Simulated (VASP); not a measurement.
A run of VASP 6.6.1:

POSCAR

```
SiF
1.0
    3.0286000000      0.0000000000      0.0000000000
    0.0000000000      3.0286000000      0.0000000000
    0.0000000000      0.0000000000      3.0286000000
Si F
1 1
Direct
    0.5000000000      0.5000000000      0.5000000000
    0.0000000000      0.0000000000      0.0000000000
```

File INCAR.step1:

```
ALGO = Normal
EDIFF = 1E-5
ENCUT = 520
GGA = PE
ISIF = 2
ISMEAR = 0
LASPH = T
LCHARG = F
LREAL = F
LWAVE = T
NBANDS = 12
NELM = 100
PREC = Accurate
SIGMA = 0.005
```

Contents of INCAR.step2:

```
ALGO = Normal
EDIFF = 1E-6
ENCUT = 520
GGA = PE
HFSCREEN = 0.2079
ISIF = 2
ISMEAR = 0
ISTART = 1
LASPH = T
LCHARG = F
LHFCALC = T
LREAL = F
LWAVE = F
NBANDS = 12
NELM = 100
PREC = Accurate
PRECFOCK = Normal
SIGMA = 0.005
```

The input KPOINTS:

```
k-points
0
Gamma
  5 5 5
```

Potentials or basis: VASP PAW PBE potentials, release 64 (Si, F).

The run is started by

```sh
$ cat potpaw_PBE.64/Si/POTCAR potpaw_PBE.64/F/POTCAR > POTCAR
$ cp INCAR.step1 INCAR
$ mpirun -np 1 vasp_std > vasp.out
$ cp INCAR.step2 INCAR
$ mpirun -np 1 vasp_std > vasp.out
```

Hardware: 1 thread of Intel(R) Xeon(R) 6975P-C (Granite Rapids), with other jobs on the host.

Q: Estimate the wall time of this run.

A: Run time: 86 s on 1 thread of Intel(R) Xeon(R) 6975P-C (Granite Rapids), on a shared host, peak memory 0.23 GiB. Counts: k points 10.
